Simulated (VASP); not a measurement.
Input of a VASP 6.6.1 run:

POSCAR

```
BaTiO3
1.0
    3.9843751938      0.0029209644     -0.0000187077
    0.0029209644      3.9827570489      0.0000055632
   -0.0000375856      0.0000111769      8.0867306175
Ba Ti O
2 2 6
Direct
    0.9980861362     -0.0018679602     -0.0016061102
    0.0019227938      1.0018597126      0.4983834693
    0.4870531809      0.4872955778      0.2406386840
    0.5129681921      0.5126894822      0.7406262629
    0.4996815626      0.4997305636      0.0121418778
    0.5003211266      0.5002781856      0.5121305018
    0.5057455395      0.0097439026      0.2564477958
    0.4942436393      0.9902680554      0.7564428592
    0.0100138299      0.5055592396      0.2563984038
    0.9899639991      0.4944432408      0.7563962555
```

INCAR.step1

```
PREC = Accurate ; ENCUT = 520
ISMEAR = -1 ; SIGMA = 0.05
LREAL = False ; LASPH = True
NELM = 100 ; NBANDS = 51
GGA = PE ; ALGO = Normal
EDIFF = 1E-4 ; LWAVE = True
LCHARG = False
```

INCAR.step2

```
PREC = Accurate ; ENCUT = 520
EDIFF = 1E-6 ; ISMEAR = -1
SIGMA = 0.05 ; LREAL = False
LASPH = True ; NELM = 100
ALGO = Normal ; ISIF = 2
LWAVE = False ; LCHARG = True
METAGGA = R2SCAN ; LMIXTAU = True
IVDW = 12 ; VDW_S6 = 1.0
VDW_S8 = 0.78981345 ; VDW_A1 = 0.49484001
VDW_A2 = 5.73083694 ; LELF = True
LVHAR = True ; NBANDS = 51
ISTART = 1
```

The input KPOINTS:

```
Automatic mesh
0
Gamma
  7 7 4
```

Potentials or basis: VASP PAW PBE potentials, release 64 (Ba_sv, Ti_sv, O).

Command:

```sh
$ cat potpaw_PBE.64/Ba_sv/POTCAR potpaw_PBE.64/Ti_sv/POTCAR potpaw_PBE.64/O/POTCAR > POTCAR
$ cp INCAR.step1 INCAR
$ mpirun -np 1 vasp_std > vasp.out
$ cp INCAR.step2 INCAR
$ mpirun -np 1 vasp_std > vasp.out
```

(1) Predict the band gap on the k mesh.

(2) Predict the pressure.

(3) Estimate the largest force.

## Answers

(1) 2.63 eV.

(2) 2.0 GPa.

(3) 0.161 eV/Å.

Caveat: the PAW data sets were made with another functional, which shifts forces and pressure a little; spin-orbit coupling is left out, which moves the levels of the heavy elements; an odd mesh through Γ misses points on the zone boundary, where band edges can lie.
